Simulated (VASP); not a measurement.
# Ge (Cmmm) in VASP: a series of runs

Ge is run at these levels: LDA, r2SCAN; tasks: single point.

Program: VASP 6.6.1. These are calculated values, not measurements. Logs are shortened: lines on timing, memory, paths and dates and some standing lists are left out, and cuts for length are marked.

**1. The cell of the first run**

Symmetry: Cmmm, No. 65, orthorhombic system. Conventional cell: a = 2.849 Å, b = 5.303 Å, c = 2.751 Å, α = 90.00°, β = 90.00°, γ = 90.00°. Within 3.6 Å of Ge (site symmetry mmm) lie 8 Ge at 2.75 to 3.01 Å.

**2. Single point, LDA**

INCAR reads:

```
SYSTEM = Ge
ALGO     = Normal         ! electronic algorithm
EDIFF    = 1E-7           ! SCF threshold, eV
ENCUT    = 520            ! plane-wave cutoff, eV
GGA      = CA             ! functional
ISIF     = 2              ! what is computed and relaxed
ISMEAR   = -1             ! smearing method
LASPH    = .TRUE.         ! aspherical terms in the spheres
LCHARG   = .FALSE.        ! write CHGCAR
LREAL    = .FALSE.        ! projectors in reciprocal space
LWAVE    = .FALSE.        ! write WAVECAR
NBANDS   = 13             ! bands
NELM     = 60             ! most SCF steps
PREC     = Accurate       ! precision mode
SIGMA    = 0.05           ! smearing width, eV
```

KPOINTS reads:

```
k-points
0
G
  11 11 10
  0 0 0
```

POSCAR reads:

```
Ge
1.0
    1.4245510352     -2.6515194585      0.0000000000
    1.4245510352      2.6515194585      0.0000000000
    0.0000000000      0.0000000000      2.7511509255
Ge
1
Direct
    0.5000000000      0.5000000000      0.0000000000
```

Potentials or basis: VASP PAW LDA potentials, release 64 (Ge_d).

Run with:

```bash
$ cat potpaw_LDA.64/Ge_d/POTCAR > POTCAR
$ mpirun -np 1 vasp_std > vasp.out
```

OUTCAR:

```text
SYSTEM = Ge
   EDIFF = 1E-7
   ENCUT = 520
   GGA = CA
   ISIF = 2
   ISMEAR = -1
   LASPH = .TRUE.
   LREAL = .FALSE.
   NELM = 60
   PREC = Accurate

 ion  position               nearest neighbor table
   1  0.500  0.500  0.000-

  LATTYP: Found a base centered orthorhombic cell.
 ALAT       =     2.8491020704
 B/A-ratio  =     1.8613018368
 C/A-ratio  =     0.9656203455

  Lattice vectors:

 A1 = (   1.4245510352,  -2.6515194585,   0.0000000000)
 A2 = (   1.4245510352,   2.6515194585,   0.0000000000)
 A3 = (   0.0000000000,   0.0000000000,   2.7511509255)

Analysis of symmetry for initial positions (statically):
=====================================================================
 Subroutine PRICEL returns:
 Original cell was already a primitive cell.

 Routine SETGRP: Setting up the symmetry group for a
 base centered orthorhombic supercell.

 Subroutine GETGRP returns: Found  8 space group operations
 (whereof  8 operations were pure point group operations)
 out of a pool of  8 trial point group operations.

The static configuration has the point symmetry D_2h.

Analysis of symmetry for dynamics (positions and initial velocities):
=====================================================================
 Subroutine PRICEL returns:
 Original cell was already a primitive cell.

 Routine SETGRP: Setting up the symmetry group for a
 base centered orthorhombic supercell.

 Subroutine GETGRP returns: Found  8 space group operations
 (whereof  8 operations were pure point group operations)
 out of a pool of  8 trial point group operations.

The dynamic configuration has the point symmetry D_2h.

 Subroutine INISYM returns: Found  8 space group operations
 (whereof  8 operations are pure point group operations),
 and found     1 'primitive' translations

----------------------------------------------------------------------------------------

                                     Primitive cell

  volume of cell :      20.7834

  direct lattice vectors                    reciprocal lattice vectors
     1.424551035 -2.651519459  0.000000000     0.350987776 -0.188571122  0.000000000
     1.424551035  2.651519459  0.000000000     0.350987776  0.188571122  0.000000000
     0.000000000  0.000000000  2.751150926     0.000000000  0.000000000  0.363484239

[... 79 lines left out ...]
   ENCUT  =  520.0 eV  38.22 Ry    6.18 a.u.   5.60  5.60  5.12*2*pi/ulx,y,z
   NELM   =     60;   NELMIN=  2; NELMDL= -5     # of ELM steps
   EDIFF  = 0.1E-06   stopping-criterion for ELM
   LREAL  =      F    real-space projection
   EDIFFG = 0.1E-05   stopping-criterion for IOM
   NSW    =      0    number of steps for IOM
   IBRION =     -1    ionic relax: 0-MD 1-quasi-New 2-CG
   NFREE  =      0    steps in history (QN), initial steepest desc. (CG)
   ISIF   =      2    stress and relaxation
   ISYM   =      2    0-nonsym 1-usesym 2-fastsym
   POTIM  = 0.5000    time-step for ionic-motion
   TEBEG  =    0.0;   TEEND  =   0.0 temperature during run
   PSTRESS=    0.0 pullay stress
   NELECT =      14.0000    total number of electrons
   NUPDOWN=      -1.0000    fix difference up-down
   EMIN   =  10.00;   EMAX   =-10.00  energy-range for DOS
   EFERMI =   0.00;   METHOD = LEGACY
   ISMEAR =    -1;   SIGMA  =   0.05  broadening in eV -4-tet -1-fermi 0-gaus
   EFERMI_NEDOS =   21; number of points for ismear=-14 and -15
   IALGO  =     38    algorithm
   IMIX   =      4    mixing-type and parameters
     AMIX     =   0.40;   BMIX     =  1.00
     AMIX_MAG =   1.60;   BMIX_MAG =  1.00
  volume/ion in A,a.u.               =      20.78       140.25
  Fermi-wavevector in a.u.,A,eV,Ry     =   1.435088  2.711922 28.020880  2.059477
  Thomas-Fermi vector in A             =   2.554425
   LORBIT       =      0    0 simple, 1 ext, 2 COOP (PROOUT), +10 PAW based schemes
   GGA     = CA    functional components
   LHFCALC =     F    Hartree Fock is set to
   AEXX    =    0.0000 exact exchange contribution
   IVDW    =     0    specifies the selected vdW correction
   LEPSILON=     F    determine dielectric tensor
   LRPA    =     F    only Hartree local field effects (RPA)
 non-spin polarized calculation
  energy-cutoff  :      520.00
  volume of cell :       20.78
 maximum number of plane-waves:       575
   NGX = 11   NGY = 11   NGZ = 11

 number of electron      13.9999998 magnetization

 Free energy of the ion-electron system (eV)
  ---------------------------------------------------
  ext. energy  EPLUGINS =         0.00000000
  ---------------------------------------------------
  free energy    TOTEN  =        -4.91093303 eV

  energy without entropy =       -4.90634011  energy(sigma->0) =       -4.90863657

 E-fermi :   5.2972     XC(G=0): -11.0331

 val. band max:        5.2754334123   @ k =   0.4545   0.1818   0.4000
 cond. band min:       5.3042661897   @ k =  -0.3636   0.0909   0.3000
 fundamental gap:      0.0288327774
 Fermi energy:         5.2971799799

 k-point     1 :       0.0000    0.0000    0.0000
  band No.  band energies     occupation
      1     -19.4326      2.00000
      2     -19.3927      2.00000
      3     -19.3499      2.00000
      4     -19.2576      2.00000
      5     -19.2393      2.00000
      6      -7.0633      2.00000
      7      11.6330      0.00000
      8      11.9813      0.00000
      9      13.3776      0.00000
     10      15.3745      0.00000
     11      17.4778      0.00000
     12      19.5270      0.00000
     13      20.0108      0.00000
[... 354 lines left out ...]
  band No.  band energies     occupation
      1     -19.4259      2.00000
      2     -19.3883      2.00000
      3     -19.3290      2.00000
      4     -19.2673      2.00000
      5     -19.2412      2.00000
      6      -6.3950      2.00000
      7       7.4460      0.00000
      8      12.1031      0.00000
      9      12.2443      0.00000
     10      15.8088      0.00000
     11      17.0945      0.00000
     12      22.2513      0.00000
     13      22.6223      0.00000

 [... further k-points ...]
[... 5 lines left out ...]
  --------------------------------------------------------------------------------------
  -------------------------------------------------------------------------------------
  Total       -0.9593657     -1.2435617     -1.0440235      0.0000000      0.0000000      0.0000000
  in kB      -73.9566979    -95.8651309    -80.4828997      0.0000000      0.0000000      0.0000000
  external PRESSURE =     -83.4349095 kB  Pullay stress =       0.0000000 kB

 VOLUME and BASIS-vectors are now :
 -----------------------------------------------------------------------------
  energy-cutoff  :      520.00
  volume of cell :       20.78
      direct lattice vectors                 reciprocal lattice vectors
     1.424551035 -2.651519459  0.000000000     0.350987776 -0.188571122  0.000000000
     1.424551035  2.651519459  0.000000000     0.350987776  0.188571122  0.000000000
     0.000000000  0.000000000  2.751150926     0.000000000  0.000000000  0.363484239

 POSITION                                       TOTAL-FORCE (eV/Angst)
 -----------------------------------------------------------------------------------
      1.42455      0.00000      0.00000         0.000000      0.000000      0.000000
 -----------------------------------------------------------------------------------
    total drift:                               -0.000000     -0.000000     -0.000000

  FREE ENERGIE OF THE ION-ELECTRON SYSTEM (eV)
  ---------------------------------------------------
  free  energy   TOTEN  =        -4.9109330262 eV

  energy  without entropy=       -4.9063401078  energy(sigma->0) =       -4.90863657
```

Wall time 11 s (1 thread of Intel Xeon 6975P-C (Granite Rapids), shared host); peak memory 0.16 GiB.

Results:

```
Free energy            : -4.9109 eV
Pressure               : -8.3 GPa
Band gap on the k mesh : zero (band 7 reaches 11.63 eV, above the bottom of band 8 at 3.16 eV)
```

**3. Single point, r2SCAN**

This run uses another cell than the first one, of 18.82 Å³/atom, 0.906 times its volume.

POSCAR reads:

```
Ge
1.0
    1.3782662934     -2.5653695835      0.0000000000
    1.3782662934      2.5653695835      0.0000000000
    0.0000000000      0.0000000000      2.6617639486
Ge
1
Direct
    0.5000000000      0.5000000000      0.0000000000
```

INCAR.step1 reads:

```
PREC     = Accurate       # precision mode
ENCUT    = 520            # plane-wave cutoff, eV
ISMEAR   = -1             # smearing method
SIGMA    = 0.05           # smearing width, eV
LREAL    = False          # projectors in reciprocal space
LASPH    = True           # aspherical terms in the spheres
NELM     = 100            # most SCF steps
NBANDS   = 13             # bands
GGA      = PE             # functional
ALGO     = Normal         # electronic algorithm
EDIFF    = 1E-4           # SCF threshold, eV
LWAVE    = True           # write WAVECAR
LCHARG   = False          # write CHGCAR
```

INCAR.step2 reads:

```
PREC     = Accurate       # precision mode
ENCUT    = 520            # plane-wave cutoff, eV
EDIFF    = 1E-6           # SCF threshold, eV
ISMEAR   = -1             # smearing method
SIGMA    = 0.05           # smearing width, eV
LREAL    = False          # projectors in reciprocal space
LASPH    = True           # aspherical terms in the spheres
NELM     = 100            # most SCF steps
ALGO     = Normal         # electronic algorithm
ISIF     = 2              # what is computed and relaxed
LWAVE    = False          # write WAVECAR
LCHARG   = False          # write CHGCAR
METAGGA  = R2SCAN         # meta-GGA
LMIXTAU  = True         
NBANDS   = 13             # bands
ISTART   = 1
```

KPOINTS reads:

```
regular mesh
0
Gamma
  11 11 10
```

Potentials or basis: VASP PAW PBE potentials, release 64 (Ge_d).

Run with:

```bash
$ cat potpaw_PBE.64/Ge_d/POTCAR > POTCAR
$ cp INCAR.step1 INCAR
$ mpirun -np 1 vasp_std > vasp.out
$ cp INCAR.step2 INCAR
$ mpirun -np 1 vasp_std > vasp.out
```

OUTCAR:

```text
PREC = Accurate
   ENCUT = 520
   EDIFF = 1E-6
   ISMEAR = -1
   LREAL = False
   LASPH = True
   NELM = 100
   ISIF = 2
   METAGGA = R2SCAN
   ISTART = 1

 ion  position               nearest neighbor table
   1  0.500  0.500  0.000-

  LATTYP: Found a base centered orthorhombic cell.
 ALAT       =     2.7565325868
 B/A-ratio  =     1.8613018368
 C/A-ratio  =     0.9656203454

  Lattice vectors:

[... 555 lines left out ...]
      3     -18.8218      2.00000
      4     -18.7384      2.00000
      5     -18.7034      2.00000
      6      -6.5353      2.00000
      7       8.9976      0.00000
      8      14.4140      0.00000
      9      14.4993      0.00000
     10      17.7975      0.00000
     11      19.8379      0.00000
     12      25.7093      0.00000
     13      26.2562      0.00000

 [... further k-points ...]
[... 5 lines left out ...]
  --------------------------------------------------------------------------------------
  -------------------------------------------------------------------------------------
  Total        0.1138858     -0.2539525     -0.0604611      0.0000000      0.0000000      0.0000000
  in kB        9.6938785    -21.6162570     -5.1464064      0.0000000      0.0000000      0.0000000
  external PRESSURE =      -5.6895950 kB  Pullay stress =       0.0000000 kB

 VOLUME and BASIS-vectors are now :
 -----------------------------------------------------------------------------
  energy-cutoff  :      520.00
  volume of cell :       18.82
      direct lattice vectors                 reciprocal lattice vectors
     1.378266293 -2.565369583  0.000000000     0.362774598 -0.194903691  0.000000000
     1.378266293  2.565369583  0.000000000     0.362774598  0.194903691  0.000000000
     0.000000000  0.000000000  2.661763949     0.000000000  0.000000000  0.375690715

 POSITION                                       TOTAL-FORCE (eV/Angst)
 -----------------------------------------------------------------------------------
      1.37827      0.00000      0.00000         0.000000      0.000000      0.000000
 -----------------------------------------------------------------------------------
    total drift:                               -0.000000     -0.000000     -0.000000

  FREE ENERGIE OF THE ION-ELECTRON SYSTEM (eV)
  ---------------------------------------------------
  free  energy   TOTEN  =       -13.4852874927 eV

  energy  without entropy=      -13.4814386041  energy(sigma->0) =      -13.48336305
```

OUTCAR.step1:

```text
PREC = Accurate
   ENCUT = 520
   ISMEAR = -1
   LREAL = False
   LASPH = True
   NELM = 100
[... 601 lines left out ...]
 POSITION                                       TOTAL-FORCE (eV/Angst)
 -----------------------------------------------------------------------------------
      1.37827      0.00000      0.00000        -0.000000      0.000000      0.000000
 -----------------------------------------------------------------------------------
    total drift:                               -0.000000     -0.000000     -0.000000

  FREE ENERGIE OF THE ION-ELECTRON SYSTEM (eV)
  ---------------------------------------------------
  free  energy   TOTEN  =        -4.2646107472 eV

  energy  without entropy=       -4.2608904010  energy(sigma->0) =       -4.26275057
```

OSZICAR.step1:

```text
N       E                     dE             d eps       ncg     rms          rms(c)
DAV:   1     0.619532593405E+02    0.61953E+02   -0.70881E+03  6130   0.297E+03
DAV:   2     0.960354996039E+00   -0.60993E+02   -0.58133E+02  5966   0.405E+02
DAV:   3    -0.420519449777E+01   -0.51655E+01   -0.51431E+01  6466   0.701E+01
DAV:   4    -0.427414579592E+01   -0.68951E-01   -0.68944E-01  6326   0.878E+00
DAV:   5    -0.427483797136E+01   -0.69218E-03   -0.69217E-03  6551   0.969E-01    0.141E+00
DAV:   6    -0.426754108461E+01    0.72969E-02   -0.67843E-03  7019   0.190E+00    0.802E-01
DAV:   7    -0.426468575172E+01    0.28553E-02   -0.56445E-03  7536   0.147E+00    0.737E-02
DAV:   8    -0.426461074717E+01    0.75005E-04   -0.67284E-04  6806   0.588E-01
   1 F= -.42646107E+01 E0= -.42627506E+01  d E =-.372035E-02
```

Wall time 35 s (1 thread of Intel Xeon 6975P-C (Granite Rapids), shared host); peak memory 0.17 GiB.

Results:

* Free energy: -13.4853 eV
* Pressure: -0.6 GPa
* Band gap on the k mesh: zero (band 7 reaches 13.77 eV, above the bottom of band 8 at 3.87 eV)

Levels at points of the mesh, in eV from the Fermi level:
| k point | band 5 | band 6 | band 7 | band 8 | band 9 | band 10 |
| --- | --- | --- | --- | --- | --- | --- |
| (0.00, 0.00, 0.00) | -25.19 | -13.80 | 7.27 | 7.86 | 9.53 | 10.79 |
| (0.00, 0.00, 0.50) | -25.24 | -9.66 | -6.14 | 11.10 | 12.79 | 17.16 |

Caveat: the PAW data sets were made with another functional, which shifts forces and pressure a little.

**4. Single point, r2SCAN**

This run uses another cell than the first one, of 19.61 Å³/atom, 0.943 times its volume.

POSCAR reads:

```
Ge
1.0
    1.3971490000     -2.6005160000      0.0000000000
    1.3971490000      2.6005160000      0.0000000000
    0.0000000000      0.0000000000      2.6982310000
Ge
1
Direct
    0.5000000000      0.5000000000      0.0000000000
```

INCAR.step1 reads:

```
SYSTEM = Ge
PREC = Accurate
ENCUT = 520
ISMEAR = -1
SIGMA = 0.05
LREAL = .FALSE.
LASPH = .TRUE.
NELM = 80
NBANDS = 13
GGA = PE
ALGO = Normal
EDIFF = 1E-4
LWAVE = .TRUE.
LCHARG = .FALSE.
```

INCAR.step2 reads:

```
SYSTEM = Ge
PREC = Accurate
ENCUT = 520
EDIFF = 1E-6
ISMEAR = -1
SIGMA = 0.05
LREAL = .FALSE.
LASPH = .TRUE.
NELM = 80
ALGO = Normal
ISIF = 2
LWAVE = .FALSE.
LCHARG = .FALSE.
METAGGA = R2SCAN
LMIXTAU = .TRUE.
NBANDS = 13
ISTART = 1
```

KPOINTS reads:

```
Automatic mesh
0
G
  11 11 10
  0 0 0
```

Run with:

```bash
$ cat potpaw_PBE.64/Ge_d/POTCAR > POTCAR
$ cp INCAR.step1 INCAR
$ mpirun -np 1 vasp_std > vasp.out
$ cp INCAR.step2 INCAR
$ mpirun -np 1 vasp_std > vasp.out
```

Wall time 36 s (1 thread of Intel Xeon 6975P-C (Granite Rapids), shared host); peak memory 0.17 GiB.

It converged, with:

```
Free energy            : -13.4765 eV
Pressure               : -3.3 GPa
Band gap on the k mesh : zero (band 7 reaches 13.10 eV, above the bottom of band 8 at 3.59 eV)
```

Stress tensor (GPa, compression positive):
```
-1.81  0.00  0.00
 0.00 -4.88  0.00
 0.00  0.00 -3.10
```

Levels at points of the mesh, in eV from the Fermi level:
```tsv
k point	band 3	band 4	band 5	band 6	band 7	band 8	band 9	band 10	band 11	band 12
(0.00, 0.00, 0.00)	-25.32	-25.20	-25.18	-13.44	7.05	7.56	9.15	10.63	13.33	15.84
(0.00, 0.00, 0.50)	-25.27	-25.25	-25.22	-9.50	-5.86	10.61	12.21	16.80	17.35	18.03
```

Caveat: the PAW data sets were made with another functional, which shifts forces and pressure a little.

**5. Summary**

```tsv
level	potentials or basis	cell	gap on the mesh (eV)	pressure (GPa)
LDA	VASP PAW LDA potentials, release 64 (Ge_d)	a = 3.010, b = 3.010, c = 2.751 Å, angles 90.0, 90.0, 123.5°, 1 atom	none	-8.3
r2SCAN	VASP PAW PBE potentials, release 64 (Ge_d)	a = 2.912, b = 2.912, c = 2.662 Å, angles 90.0, 90.0, 123.5°, 1 atom	none	-0.6
r2SCAN	VASP PAW PBE potentials, release 64 (Ge_d)	a = 2.952, b = 2.952, c = 2.698 Å, angles 90.0, 90.0, 123.5°, 1 atom	none	-3.3
```

Alike in all rows: task single point; no spin polarisation; k mesh 11 × 11 × 10; cutoff (eV) 520; smearing fermi-dirac 0.05 eV.

Caveats: the PAW data sets were made with another functional, which shifts forces and pressure a little (some runs).

Total energies depend on the potentials used, so only differences within one code and one set of settings carry meaning.
